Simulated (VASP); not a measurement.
# Al12Cu6H (a cell with a defect) in VASP: relaxation of the atoms with PBE

Aim: the relaxation of the atoms of Al12Cu6H (a cell with a defect) with PBE.

Program: VASP 6.6.1. These are calculated values, not measurements. Logs are shortened: lines on timing, memory, paths and dates and some standing lists are left out, and cuts for length are marked.

**1. The cell of the first run**

The cell holds a defect, 19 atoms: a = 7.082 Å, b = 7.082 Å, c = 7.083 Å, α = 80.41°, β = 60.00°, γ = 70.53°.

**2. Relaxation of the atoms, PBE (with an interstitial atom)**

Contents of INCAR:

```
SYSTEM = Al12Cu6H
PREC     = Accurate       ! precision mode
ENCUT    = 610            ! plane-wave cutoff, eV
EDIFF    = 1E-7           ! SCF threshold, eV
ISMEAR   = 0              ! smearing method
SIGMA    = 0.1            ! smearing width, eV
LREAL    = Auto         
LASPH    = .TRUE.         ! aspherical terms in the spheres
NELM     = 120            ! most SCF steps
ALGO     = Normal         ! electronic algorithm
ISIF     = 2              ! what is computed and relaxed
LWAVE    = .FALSE.        ! write WAVECAR
LCHARG   = .FALSE.        ! write CHGCAR
GGA      = PE             ! functional
IBRION   = 2              ! ionic algorithm
NSW      = 65             ! ionic steps
EDIFFG   = -0.025         ! ionic threshold
GGA_COMPAT= .FALSE.      
NELMIN   = 4
```

Contents of KPOINTS:

```
Automatic mesh
0
G
  1 1 1
  0 0 0
```

Contents of POSCAR:

```
Al12Cu6H
1.0
    4.0892560504      0.0000000000      5.7824626538
   -4.0892560504      0.0000000000      5.7824626538
    2.0446280252     -6.1338840756      2.8912313269
Al Cu H
12 6 1
Direct
    0.2916666667      0.1250000000      0.6666666667
    0.4583333333      0.6250000000      0.3333333333
    0.6250000000      0.1250000000      1.0000000000
    0.9583333333      0.1250000000      0.3333333333
    0.7916666667      0.6250000000      0.6666666667
    0.1250000000      0.6250000000      0.0000000000
    0.3750000000      0.8750000000      0.0000000000
    0.5416666667      0.3750000000      0.6666666667
    0.7083333333      0.8750000000      0.3333333333
    0.0416666667      0.8750000000      0.6666666667
    0.8750000000      0.3750000000      0.0000000000
    0.2083333333      0.3750000000      0.3333333333
    0.4166666667      0.7500000000      0.6666666667
    0.5833333333      0.2500000000      0.3333333333
    0.7500000000      0.7500000000      0.0000000000
    0.0833333333      0.7500000000      0.3333333333
    0.9166666667      0.2500000000      0.6666666667
    0.2500000000      0.2500000000      1.0000000000
    0.0000000000      0.0000000000      0.0000000000
```

Potentials or basis: VASP PAW PBE potentials, release 64 (Al, Cu_sv_GW, H).

Started as:

```bash
cat potpaw_PBE.64/Al/POTCAR potpaw_PBE.64/Cu_sv_GW/POTCAR potpaw_PBE.64/H/POTCAR > POTCAR
mpirun -np 1 vasp_gam > vasp.out
```

OUTCAR:

```text
SYSTEM = Al12Cu6H
   PREC = Accurate
   ENCUT = 610
   EDIFF = 1E-7
   ISMEAR = 0
   LREAL = Auto
   LASPH = .TRUE.
   NELM = 120
   ISIF = 2
   GGA = PE
   IBRION = 2
   NSW = 65
   EDIFFG = -0.025
   NELMIN = 4

 ion  position               nearest neighbor table
   1  0.292  0.125  0.667-  18 2.50  17 2.50  13 2.50  14 2.50   8 2.89  10 2.89   7 2.89   9 2.89
                            11 2.89  12 2.89
   2  0.458  0.625  0.333-  15 2.50  14 2.50  16 2.50  13 2.50   9 2.89  12 2.89   7 2.89  10 2.89
                            11 2.89   8 2.89
   3  0.625  0.125  0.000-  14 2.50  17 2.50  15 2.50  18 2.50   7 2.89  11 2.89   9 2.89   8 2.89
                            10 2.89  12 2.89
   4  0.958  0.125  0.333-  18 2.50  16 2.50  14 2.50  17 2.50   9 2.89  12 2.89  11 2.89   8 2.89
                             7 2.89  10 2.89
   5  0.792  0.625  0.667-  15 2.50  13 2.50  17 2.50  16 2.50   8 2.89  10 2.89  11 2.89  12 2.89
                             7 2.89   9 2.89
   6  0.125  0.625  0.000-  16 2.50  13 2.50  15 2.50  18 2.50   7 2.89  11 2.89  10 2.89  12 2.89
                             9 2.89   8 2.89
   7  0.375  0.875  0.000-  13 2.50  16 2.50  15 2.50  18 2.50   3 2.89   6 2.89   1 2.89   2 2.89
                             5 2.89   4 2.89
   8  0.542  0.375  0.667-  18 2.50  17 2.50  13 2.50  14 2.50   1 2.89   5 2.89   3 2.89   4 2.89
                             6 2.89   2 2.89
   9  0.708  0.875  0.333-  15 2.50  14 2.50  16 2.50  13 2.50   2 2.89   4 2.89   3 2.89   1 2.89
[... 15 lines left out ...]
  17  0.917  0.250  0.667-  11 2.50   3 2.50   5 2.50   8 2.50  10 2.50   1 2.50  12 2.50   4 2.50

  18  0.250  0.250  0.000-   1 2.50  12 2.50   8 2.50   4 2.50   7 2.50   3 2.50  11 2.50   6 2.50

  19  0.000  0.000  0.000-

  LATTYP: Found a base centered monoclinic cell.
 ALAT       =     7.0822940767
 B/A-ratio  =     1.7321743518
 C/A-ratio  =     1.0000000000
 COS(beta)  =    -0.3332382256

  Lattice vectors:

 A1 = (  -2.0446280252,   6.1338840756,  -2.8912313269)
 A2 = (  -2.0446280252,  -6.1338840756,  -2.8912313269)
 A3 = (  -4.0892560504,   0.0000000000,   5.7824626538)

Analysis of symmetry for initial positions (statically):
=====================================================================
 Subroutine PRICEL returns:
 Original cell was already a primitive cell.

 Routine SETGRP: Setting up the symmetry group for a
 base centered monoclinic supercell.

 Subroutine GETGRP returns: Found  4 space group operations
 (whereof  4 operations were pure point group operations)
 out of a pool of  4 trial point group operations.

The static configuration has the point symmetry C_2h.

Analysis of symmetry for dynamics (positions and initial velocities):
=====================================================================
 Subroutine PRICEL returns:
 Original cell was already a primitive cell.

 Routine SETGRP: Setting up the symmetry group for a
 base centered monoclinic supercell.

 Subroutine GETGRP returns: Found  4 space group operations
 (whereof  4 operations were pure point group operations)
 out of a pool of  4 trial point group operations.

The dynamic configuration has the point symmetry C_2h.

 Subroutine INISYM returns: Found  4 space group operations
 (whereof  4 operations are pure point group operations),
 and found     1 'primitive' translations

----------------------------------------------------------------------------------------

                                     Primitive cell

  volume of cell :     290.0833

  direct lattice vectors                    reciprocal lattice vectors
     4.089256050  0.000000000  5.782462654     0.122271629  0.081514420  0.086468349
    -4.089256050  0.000000000  5.782462654    -0.122271629  0.000000000  0.086468349
     2.044628025 -6.133884076  2.891231327     0.000000000 -0.163028839  0.000000000

  length of vectors
     7.082294077  7.082294077  7.082672956     0.170504332  0.149756892  0.163028839

  position of ions in fractional coordinates (direct lattice)
     0.291666667  0.125000000  0.666666667
     0.458333333  0.625000000  0.333333333
     0.625000000  0.125000000  0.000000000
     0.958333333  0.125000000  0.333333333
     0.791666667  0.625000000  0.666666667
     0.125000000  0.625000000  0.000000000
[... 48 lines left out ...]
    -0.122271629  0.000000000  0.086468349     0.000000000  1.000000000  0.000000000
     0.000000000 -0.163028839  0.000000000     0.000000000  0.000000000  1.000000000

  Length of vectors
     0.170504332  0.149756892  0.163028839

  Shift w.r.t. Gamma in fractional coordinates (k-lattice)
     0.000000000  0.000000000  0.000000000

 Subroutine IBZKPT returns following result:
 ===========================================

 Found      1 irreducible k-points:

 Following reciprocal coordinates:
            Coordinates               Weight
  0.000000  0.000000  0.000000      1.000000
   k-points           NKPTS =      1   k-points in BZ     NKDIM =      1   number of bands    NBANDS=     90
   number of dos      NEDOS =    301   number of ions     NIONS =     19
   total plane-waves  NPLWV = 216000
   dimension x,y,z NGX =    60 NGY =   60 NGZ =   60
   dimension x,y,z NGXF=   120 NGYF=  120 NGZF=  120
   ions per type =              12   6   1
   NGX,Y,Z   is equivalent  to a cutoff of  14.08, 14.08, 14.08 a.u.
   NGXF,Y,Z  is equivalent  to a cutoff of  28.17, 28.17, 28.17 a.u.
 SYSTEM =  Al12Cu6H
   PREC   = accura    normal or accurate (medium, high low for compatibility)
   ISTART =      0    job   : 0-new  1-cont  2-samecut
   ICHARG =      2    charge: 1-file 2-atom 10-const
   ISPIN  =      1    spin polarized calculation?
   LNONCOLLINEAR =      F non collinear calculations
   LSORBIT =      F    spin-orbit coupling
   LASPH  =      T    aspherical Exc in radial PAW
   ENCUT  =  610.0 eV  44.83 Ry    6.70 a.u.  14.26 14.26 14.26*2*pi/ulx,y,z
   NELM   =    120;   NELMIN=  4; NELMDL= -5     # of ELM steps
   EDIFF  = 0.1E-06   stopping-criterion for ELM
   LREAL  =      T    real-space projection
   EDIFFG = -.3E-01   stopping-criterion for IOM
   NSW    =     65    number of steps for IOM
   IBRION =      2    ionic relax: 0-MD 1-quasi-New 2-CG
   NFREE  =      1    steps in history (QN), initial steepest desc. (CG)
   ISIF   =      2    stress and relaxation
   ISYM   =      2    0-nonsym 1-usesym 2-fastsym
   POTIM  = 0.5000    time-step for ionic-motion
   TEBEG  =    0.0;   TEEND  =   0.0 temperature during run
   PSTRESS=    0.0 pullay stress
   NELECT =     151.0000    total number of electrons
   NUPDOWN=      -1.0000    fix difference up-down
   EMIN   =  10.00;   EMAX   =-10.00  energy-range for DOS
   EFERMI =   0.00;   METHOD = LEGACY
   ISMEAR =     0;   SIGMA  =   0.10  broadening in eV -4-tet -1-fermi 0-gaus
   EFERMI_NEDOS =   21; number of points for ismear=-14 and -15
   IALGO  =     38    algorithm
   IMIX   =      4    mixing-type and parameters
     AMIX     =   0.40;   BMIX     =  1.00
     AMIX_MAG =   1.60;   BMIX_MAG =  1.00
  volume/ion in A,a.u.               =      15.27       103.03
  Fermi-wavevector in a.u.,A,eV,Ry     =   1.316921  2.488619 23.596309  1.734280
  Thomas-Fermi vector in A             =   2.446998
   LORBIT       =      0    0 simple, 1 ext, 2 COOP (PROOUT), +10 PAW based schemes
   GGA     = PE    functional components
   LHFCALC =     F    Hartree Fock is set to
   AEXX    =    0.0000 exact exchange contribution
   IVDW    =     0    specifies the selected vdW correction
   LEPSILON=     F    determine dielectric tensor
   LRPA    =     F    only Hartree local field effects (RPA)
 conjugate gradient relaxation of ions
 non-spin polarized calculation
 Gauss-broadening in eV      SIGMA  =   0.10
  energy-cutoff  :      610.00
  volume of cell :      290.08
 maximum number of plane-waves:      4978
 NGX is ok and might be reduce to    60
   NGX = 29   NGY = 29   NGZ = 29

--------------------------------------- Ionic step        1  -------------------------------------------

 number of electron     151.0000051 magnetization

 Free energy of the ion-electron system (eV)
  ---------------------------------------------------
  ext. energy  EPLUGINS =         0.00000000
  ---------------------------------------------------
  free energy    TOTEN  =       -75.85555306 eV

  energy without entropy =      -75.76319072  energy(sigma->0) =      -75.80937189

------------------------ aborting loop because EDIFF is reached ----------------------------------------

  FORCE on cell =-STRESS in cart. coord.  units (eV):
  Direction    XX          YY          ZZ          XY          YZ          ZX
  --------------------------------------------------------------------------------------
  -------------------------------------------------------------------------------------
  Total       15.9770755     -5.0978757    -21.2044999      0.0000000      0.0000000      0.3716041
  in kB       88.2439964    -28.1563999   -117.1159149      0.0000000      0.0000000      2.0524303
  external PRESSURE =     -19.0094395 kB  Pullay stress =       0.0000000 kB
[... 140 lines left out ...]
  FREE ENERGIE OF THE ION-ELECTRON SYSTEM (eV)
  ---------------------------------------------------
  free  energy   TOTEN  =       -76.0447383370 eV

  energy  without entropy=      -75.9558063440  energy(sigma->0) =      -76.00027234

[... ionic steps 4 to 9 ...]

--------------------------------------- Ionic step       10  -------------------------------------------

 number of electron     151.0000033 magnetization

------------------------ aborting loop because EDIFF is reached ----------------------------------------
[... 101 lines left out ...]
--------------------------------------- Ionic step       12  -------------------------------------------

 number of electron     151.0000024 magnetization

 Free energy of the ion-electron system (eV)
  ---------------------------------------------------
  ext. energy  EPLUGINS =         0.00000000
  ---------------------------------------------------
  free energy    TOTEN  =       -76.10764088 eV

  energy without entropy =      -76.04874185  energy(sigma->0) =      -76.07819136

 E-fermi :   7.6098     XC(G=0): -10.6152

 val. band max:        7.6087218656   @ k =   0.0000   0.0000   0.0000
 cond. band min:       8.4188614358   @ k =   0.0000   0.0000   0.0000
 fundamental gap:      0.8101395702
 Fermi energy:         7.6098265964

 k-point     1 :       0.0000    0.0000    0.0000
  band No.  band energies     occupation
      1    -106.7928      2.00000
      2    -106.7928      2.00000
      3    -106.7926      2.00000
      4    -106.7926      2.00000
      5    -106.7156      2.00000
      6    -106.7156      2.00000
[... 79 lines left out ...]
     86       9.9377      0.00000
     87      10.0997      0.00000
 [bands above 87 left out]

------------------------ aborting loop because EDIFF is reached ----------------------------------------

  FORCE on cell =-STRESS in cart. coord.  units (eV):
  Direction    XX          YY          ZZ          XY          YZ          ZX
  --------------------------------------------------------------------------------------
  -------------------------------------------------------------------------------------
  Total       18.1237091    -11.2211719    -15.9273635      0.0000000      0.0000000      0.7854720
  in kB      100.1002044    -61.9763643    -87.9694292      0.0000000      0.0000000      4.3382900
  external PRESSURE =     -16.6151964 kB  Pullay stress =       0.0000000 kB
[... 34 lines left out ...]
  FREE ENERGIE OF THE ION-ELECTRON SYSTEM (eV)
  ---------------------------------------------------
  free  energy   TOTEN  =       -76.1076408783 eV

  energy  without entropy=      -76.0487418500  energy(sigma->0) =      -76.07819136

 reached required accuracy - stopping structural energy minimisation
```

Wall time 8.3 min (1 thread of AMD EPYC 9R45 (Zen 5), shared host); peak memory 0.52 GiB.

What came out:

```
Free energy                  : -76.1076 eV
Energy gained by relaxing    : 13.3 meV/atom
Ionic steps                  : 12
Pressure after relaxing      : -1.7 GPa
Largest force after relaxing : 0.020 eV/Å
Band gap on the k mesh       : zero (an odd number of electrons rules out a gap without spin polarisation)
```

Forces on the atoms (eV/Å):
```
Al   0.006  0.011  0.002
Al   0.007  0.000  0.010
Al  -0.005  0.000 -0.010
Al   0.006 -0.011  0.002
Al   0.007  0.000  0.010
Al  -0.013  0.000  0.016
Al   0.005  0.000  0.010
Al  -0.007  0.000 -0.010
Al  -0.006 -0.011 -0.002
Al  -0.006  0.011 -0.002
Al   0.013  0.000 -0.016
Al  -0.007  0.000 -0.010
Cu   0.007 -0.006  0.003
Cu  -0.007  0.006 -0.003
Cu   0.015  0.000  0.007
Cu   0.007  0.006  0.003
Cu  -0.007 -0.006 -0.003
Cu  -0.015  0.000 -0.007
H    0.000  0.000  0.000
```

Stress tensor (GPa, compression positive):
```
10.01  0.00  0.43
 0.00 -6.20  0.00
 0.43  0.00 -8.80
```

The path:
| step | energy change (eV) | largest force (eV/Å) | pressure (GPa) |
| --- | --- | --- | --- |
| 1 | 0.0000 | 0.6023 | -1.90 |
| 2 | -0.1294 | 0.4000 | -1.95 |
| 3 | -0.1892 | 0.2117 | -1.79 |
| 4 | -0.2109 | 0.1383 | -1.80 |
| 5 | -0.2299 | 0.1514 | -1.78 |
| 6 | -0.2302 | 0.1376 | -1.78 |
| 7 | -0.2404 | 0.1370 | -1.75 |
| 8 | -0.2445 | 0.1430 | -1.66 |
| 9 | -0.2461 | 0.1326 | -1.70 |
| 10 | -0.2508 | 0.0433 | -1.66 |
| 11 | -0.2508 | 0.0460 | -1.65 |
| 12 | -0.2521 | 0.0203 | -1.66 |

Final structure:
```
Al Cu H
1.0
     4.08926    0.00000    5.78246
    -4.08926    0.00000    5.78246
     2.04463   -6.13388    2.89123
Al Cu H
12 6 1
Cartesian
  2.0234 -4.1953 4.2569
  0.0219 -2.0481 7.1959
  4.0573 -6.1339 7.1865
  4.0680 -1.9386 7.1482
  2.0665 -4.0857 10.0871
  0.0612 -6.1339 7.2541
  0.0319 -6.1339 10.1609
  2.0227 -4.0857 7.2603
  0.0212 -1.9386 10.1992
  -2.0234 -4.1953 7.3080
  4.0281 -6.1339 10.0932
  -0.0219 -2.0481 4.3690
  0.0182 -4.0511 8.6971
  2.0264 -2.0828 5.7591
  2.0538 -6.1339 11.5178
  -2.0264 -2.0828 5.8059
  4.0711 -4.0511 8.6503
  2.0355 -6.1339 5.8296
  2.0446 -6.1339 2.8912
```

Caveat: the k points lie up to 1.07 Å⁻¹ apart, too coarse for converged energies and pressures of a metal; the cell differs from its parent crystal (with an interstitial atom).

The gap in the log of VASP goes by the Fermi energy; the results here count the filled bands.